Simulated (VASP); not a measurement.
Here is a VASP 6.6.1 calculation.

INCAR

```
SYSTEM = P
PREC = Accurate
ENCUT = 520
EDIFF = 1E-6
ISMEAR = 0
SIGMA = 0.15
LREAL = .False.
LASPH = .True.
NELM = 80
ALGO = Normal
ISIF = 2
LWAVE = .False.
LCHARG = .True.
GGA = PE
IVDW = 12
LELF = .True.
LVHAR = .True.
NBANDS = 18
```

Contents of KPOINTS:

```
regular mesh
0
Gamma
  16 16 12
  0 0 0
```

File POSCAR:

```
P
1.0
    1.7537399425     -5.3794270902      0.0000000000
    1.7537399425      5.3794270902      0.0000000000
    0.0000000000      0.0000000000      3.7389964225
P
4
Direct
    0.1063803446      0.8936196554      0.9280972034
    0.6063803446      0.3936196554      0.5719027966
    0.8936196554      0.1063803446      0.0719027966
    0.3936196554      0.6063803446      0.4280972034
```

Potentials or basis: VASP PAW PBE potentials, release 64 (P).

Launch:

```bash
$ cat potpaw_PBE.64/P/POTCAR > POTCAR
$ mpirun -np 1 vasp_std > vasp.out
```

Q: What does it give for the dispersion energy per atom?

A: -0.399 eV.

Q: What does it give for the pressure?

A: -1.7 GPa.

Forces in eV/Å, atoms in the order of the input:
```
P    0.000  0.545  1.087
P    0.000  0.545 -1.087
P    0.000 -0.545 -1.087
P    0.000 -0.545  1.087
```

Caveat: the stress differs along the axes, from -9 to 7 GPa; forces of over 1 eV/Å act on the atoms, so gaps and moduli don't describe the material at rest.
